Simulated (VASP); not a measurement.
# Ru (P6/mmm) in VASP: notebook, part 2 of 2

VASP 6.6.1. Earlier steps stand in the parts before.

## Step 5: Single point, PBEsol (volume scaled by 0.96)

INCAR reads:

```
PREC     = Accurate       # precision mode
ENCUT    = 520            # plane-wave cutoff, eV
EDIFF    = 1E-6           # SCF threshold, eV
ISMEAR   = -1             # smearing method
SIGMA    = 0.1            # smearing width, eV
LREAL    = F              # projectors in reciprocal space
LASPH    = T              # aspherical terms in the spheres
NELM     = 80             # most SCF steps
ALGO     = Normal         # electronic algorithm
ISIF     = 2              # what is computed and relaxed
LWAVE    = F              # write WAVECAR
LCHARG   = T              # write CHGCAR
GGA      = PS             # functional
LELF     = T              # ELF
LVHAR    = T            
NBANDS   = 28             # bands
```

KPOINTS reads:

```
Automatic mesh
0
Gamma
  10 10 13
```

POSCAR reads:

```
Ru
1.0
    4.1666281950      0.0000000000      0.0000000000
   -2.0833140975      3.6084058650      0.0000000000
    0.0000000000      0.0000000000      2.6149435485
Ru
3
Direct
    0.0000000000      1.0000000000      0.0000000000
    0.3333333333      0.6666666667      0.5000000000
    0.6666666667      0.3333333333      0.5000000000
```

Potentials or basis: VASP PAW PBE potentials, release 64 (Ru_pv).

Started as:

```console
$ cat potpaw_PBE.64/Ru_pv/POTCAR > POTCAR
$ mpirun -np 1 vasp_std > vasp.out
```

OUTCAR:

```text
PREC = Accurate
   ENCUT = 520
   EDIFF = 1E-6
   ISMEAR = -1
   LREAL = F
   LASPH = T
   NELM = 80
   ISIF = 2
   GGA = PS

 ion  position               nearest neighbor table
   1  0.000  0.000  0.000-   2 2.74   3 2.74   2 2.74   3 2.74   3 2.74   3 2.74   2 2.74   2 2.74
                             3 2.74   3 2.74   2 2.74   2 2.74
   2  0.333  0.667  0.500-   3 2.41   3 2.41   3 2.41   1 2.74   1 2.74   1 2.74   1 2.74   1 2.74
                             1 2.74
   3  0.667  0.333  0.500-   2 2.41   2 2.41   2 2.41   1 2.74   1 2.74   1 2.74   1 2.74   1 2.74
                             1 2.74

  LATTYP: Found a hexagonal cell.
 ALAT       =     4.1666281950
 C/A-ratio  =     0.6275922463

  Lattice vectors:

 A1 = (   4.1666281950,   0.0000000000,   0.0000000000)
 A2 = (  -2.0833140975,   3.6084058650,   0.0000000000)
 A3 = (   0.0000000000,   0.0000000000,   2.6149435485)

Analysis of symmetry for initial positions (statically):
=====================================================================
 Subroutine PRICEL returns:
 Original cell was already a primitive cell.

 Routine SETGRP: Setting up the symmetry group for a
 hexagonal supercell.

 Subroutine GETGRP returns: Found 24 space group operations
 (whereof 24 operations were pure point group operations)
 out of a pool of 24 trial point group operations.

The static configuration has the point symmetry D_6h.

Analysis of symmetry for dynamics (positions and initial velocities):
=====================================================================
 Subroutine PRICEL returns:
 Original cell was already a primitive cell.

 Routine SETGRP: Setting up the symmetry group for a
 hexagonal supercell.

 Subroutine GETGRP returns: Found 24 space group operations
 (whereof 24 operations were pure point group operations)
 out of a pool of 24 trial point group operations.

[... 116 lines left out ...]
   EFERMI =   0.00;   METHOD = LEGACY
   ISMEAR =    -1;   SIGMA  =   0.10  broadening in eV -4-tet -1-fermi 0-gaus
   EFERMI_NEDOS =   21; number of points for ismear=-14 and -15
   IALGO  =     38    algorithm
   IMIX   =      4    mixing-type and parameters
     AMIX     =   0.40;   BMIX     =  1.00
     AMIX_MAG =   1.60;   BMIX_MAG =  1.00
  volume/ion in A,a.u.               =      13.11        88.44
  Fermi-wavevector in a.u.,A,eV,Ry     =   1.673544  3.162539 38.106507  2.800749
  Thomas-Fermi vector in A             =   2.758497
   LORBIT       =      0    0 simple, 1 ext, 2 COOP (PROOUT), +10 PAW based schemes
   GGA     = PS    functional components
   LHFCALC =     F    Hartree Fock is set to
   AEXX    =    0.0000 exact exchange contribution
   IVDW    =     0    specifies the selected vdW correction
   LEPSILON=     F    determine dielectric tensor
   LRPA    =     F    only Hartree local field effects (RPA)
 non-spin polarized calculation
  energy-cutoff  :      520.00
  volume of cell :       39.32
 maximum number of plane-waves:      1090
 NGX is ok and might be reduce to    32
   NGX = 15   NGY = 15   NGZ =  9

 number of electron      41.9999990 magnetization

 Free energy of the ion-electron system (eV)
  ---------------------------------------------------
  ext. energy  EPLUGINS =         0.00000000
  ---------------------------------------------------
  free energy    TOTEN  =       -29.65788238 eV

  energy without entropy =      -29.55446824  energy(sigma->0) =      -29.60617531

 E-fermi :  13.5587     XC(G=0): -14.4824

 val. band max:       13.5374966048   @ k =   0.1000   0.0000   0.2308
 cond. band min:      13.5643310732   @ k =   0.1000   0.0000   0.2308
 fundamental gap:      0.0268344684
 Fermi energy:        13.5586739549

 k-point     1 :       0.0000    0.0000    0.0000
  band No.  band energies     occupation
      1     -30.2137      2.00000
      2     -30.2137      2.00000
      3     -29.7633      2.00000
      4     -29.7633      2.00000
      5     -29.3994      2.00000
      6     -29.0768      2.00000
[... 733 lines left out ...]
     27      16.3667      0.00000
     28      23.6893      0.00000

 [... further k-points ...]

------------------------ aborting loop because EDIFF is reached ----------------------------------------

  FORCE on cell =-STRESS in cart. coord.  units (eV):
  Direction    XX          YY          ZZ          XY          YZ          ZX
  --------------------------------------------------------------------------------------
  -------------------------------------------------------------------------------------
  Total        3.7418622      3.7418622      3.4206617     -0.0000000     -0.0000000      0.0000000
  in kB      152.4880898    152.4880899    139.3985503     -0.0000000     -0.0000000      0.0000000
  external PRESSURE =     148.1249100 kB  Pullay stress =       0.0000000 kB

 VOLUME and BASIS-vectors are now :
 -----------------------------------------------------------------------------
  energy-cutoff  :      520.00
  volume of cell :       39.32
      direct lattice vectors                 reciprocal lattice vectors
     4.166628195  0.000000000  0.000000000     0.240002216  0.138565344  0.000000000
    -2.083314098  3.608405865  0.000000000     0.000000000  0.277130688  0.000000000
     0.000000000  0.000000000  2.614943548     0.000000000  0.000000000  0.382417433

 POSITION                                       TOTAL-FORCE (eV/Angst)
 -----------------------------------------------------------------------------------
      0.00000      0.00000      0.00000        -0.000000      0.000000      0.000000
     -0.00000      2.40560      1.30747         0.000000      0.000000      0.000000
      2.08331      1.20280      1.30747        -0.000000      0.000000      0.000000
 -----------------------------------------------------------------------------------
    total drift:                               -0.000000      0.000000      0.000000

  FREE ENERGIE OF THE ION-ELECTRON SYSTEM (eV)
  ---------------------------------------------------
  free  energy   TOTEN  =       -29.6578823805 eV

  energy  without entropy=      -29.5544682378  energy(sigma->0) =      -29.60617531
```

OSZICAR:

```text
N       E                     dE             d eps       ncg     rms          rms(c)
DAV:   1     0.477771521246E+03    0.47777E+03   -0.25342E+04  5488   0.166E+03
DAV:   2    -0.182769452943E+02   -0.49605E+03   -0.48380E+03  5752   0.511E+02
DAV:   3    -0.316645256076E+02   -0.13388E+02   -0.13068E+02  5952   0.911E+01
DAV:   4    -0.318090293802E+02   -0.14450E+00   -0.14440E+00  6804   0.870E+00
DAV:   5    -0.318119672786E+02   -0.29379E-02   -0.29376E-02  6164   0.115E+00    0.267E+01
DAV:   6    -0.299145550449E+02    0.18974E+01   -0.54990E+00  6160   0.199E+01    0.857E+00
DAV:   7    -0.304741564711E+02   -0.55960E+00   -0.61629E+00  6184   0.232E+01    0.824E+00
DAV:   8    -0.296675158986E+02    0.80664E+00   -0.31736E+00  6052   0.117E+01    0.139E+00
DAV:   9    -0.296579833009E+02    0.95326E-02   -0.39565E-02  6160   0.159E+00    0.167E-01
DAV:  10    -0.296578758075E+02    0.10749E-03   -0.18085E-03  7048   0.366E-01    0.511E-02
DAV:  11    -0.296578791018E+02   -0.32943E-05   -0.60188E-05  6272   0.733E-02    0.216E-02
DAV:  12    -0.296578833504E+02   -0.42486E-05   -0.45120E-06  5584   0.187E-02    0.456E-03
DAV:  13    -0.296578823805E+02    0.96992E-06   -0.45111E-07  3820   0.728E-03
   1 F= -.29657882E+02 E0= -.29606175E+02  d E =-.103414E+00
```

stdout:

```text
POSCAR found type information on POSCAR Ru
 POSCAR found :  1 types and       3 ions
 scaLAPACK will be used
 -----------------------------------------------------------------------------
|                                                                             |
|                                                                             |
|     You enforced a specific xc type in the INCAR file but a different       |
|     I HOPE YOU KNOW WHAT YOU ARE DOING!                                     |
|                                                                             |
 -----------------------------------------------------------------------------

 LDA part: xc-table for (Slater+PW92), standard interpolation
 POSCAR, INCAR and KPOINTS ok, starting setup
 FFT: planning ... GRIDC
 FFT: planning ... GRID_SOFT
 FFT: planning ... GRID
 WAVECAR not read
 entering main loop
```

Wall time 35 s (1 thread of Intel Xeon 6975P-C (Granite Rapids), shared host); peak memory 0.21 GiB.

What came out:

| Property | Result |
| --- | --- |
| Free energy | -29.6579 eV |
| Pressure | 14.8 GPa |
| Band gap on the k mesh | zero (band 21 reaches 14.66 eV, above the bottom of band 22 at 12.10 eV) |

Stress tensor (GPa, compression positive):
```
15.25  0.00  0.00
 0.00 15.25  0.00
 0.00  0.00 13.94
```

Caveat: the PAW data sets were made with another functional, which shifts forces and pressure a little.

## Step 6: Single point, PBEsol

INCAR reads:

```
PREC = Accurate
ENCUT = 520
EDIFF = 1E-6
ISMEAR = -1
SIGMA = 0.1
LREAL = False
LASPH = True
NELM = 80
ALGO = Normal
ISIF = 2
LWAVE = False
LCHARG = False
GGA = PS
NBANDS = 28
```

KPOINTS is that of step 5.

POSCAR reads:

```
Ru
1.0
    4.2237123871      0.0000000000      0.0000000000
   -2.1118561935      3.6578422255      0.0000000000
    0.0000000000      0.0000000000      2.6507691449
Ru
3
Direct
    0.0000000000      1.0000000000      0.0000000000
    0.3333333333      0.6666666667      0.5000000000
    0.6666666667      0.3333333333      0.5000000000
```

Potentials or basis: VASP PAW PBE potentials, release 64 (Ru_pv).

Started as:

```console
$ cat potpaw_PBE.64/Ru_pv/POTCAR > POTCAR
$ mpirun -np 1 vasp_std > vasp.out
```

Wall time 35 s (1 thread of Intel Xeon 6975P-C (Granite Rapids), shared host); peak memory 0.21 GiB.

The run converged. Its results:

```yaml
Free_energy: -29.7325 eV
Pressure: 0.0 GPa
Band_gap_on_the_k_mesh: zero (band 21 reaches 13.83 eV, above the bottom of band 22 at 11.43 eV)
```

Stress tensor (GPa, compression positive):
```
-0.10  0.00  0.00
 0.00 -0.10  0.00
 0.00  0.00  0.34
```

Levels at points of the mesh, in eV from the Fermi level:
```csv
k point,band 17,band 18,band 19,band 20,band 21,band 22,band 23,band 24,band 25,band 26
"(0.00, 0.00, 0.00)",-2.88,-2.19,-2.19,-1.47,-1.47,-1.36,-1.36,1.74,1.74,9.48
"(0.50, 0.00, 0.00)",-2.66,-2.58,-1.20,-1.12,0.40,0.83,0.85,0.88,1.30,1.33
```

Caveat: the PAW data sets were made with another functional, which shifts forces and pressure a little.

## Step 7: The runs side by side

```csv
cell,k mesh,gap on the mesh (eV),pressure (GPa)
"a = 4.224, b = 4.224, c = 2.651 Å, angles 90.0, 90.0, 120.0°, 3 atoms",9 × 9 × 12,none,0.0
"a = 4.048, b = 4.048, c = 2.540 Å, angles 90.0, 90.0, 120.0°, 3 atoms",10 × 10 × 13,none,56.8
"a = 4.108, b = 4.108, c = 2.578 Å, angles 90.0, 90.0, 120.0°, 3 atoms",10 × 10 × 13,none,33.4
"a = 4.167, b = 4.167, c = 2.615 Å, angles 90.0, 90.0, 120.0°, 3 atoms",10 × 10 × 13,none,14.8
"a = 4.224, b = 4.224, c = 2.651 Å, angles 90.0, 90.0, 120.0°, 3 atoms",10 × 10 × 13,none,0.0
```

Alike in all rows: task single point; level PBEsol; potentials or basis VASP PAW PBE potentials, release 64 (Ru_pv); no spin polarisation; cutoff (eV) 520; smearing fermi-dirac 0.1 eV.

Caveats: the PAW data sets were made with another functional, which shifts forces and pressure a little.

Absolute energies hang on the potentials; compare differences alone.
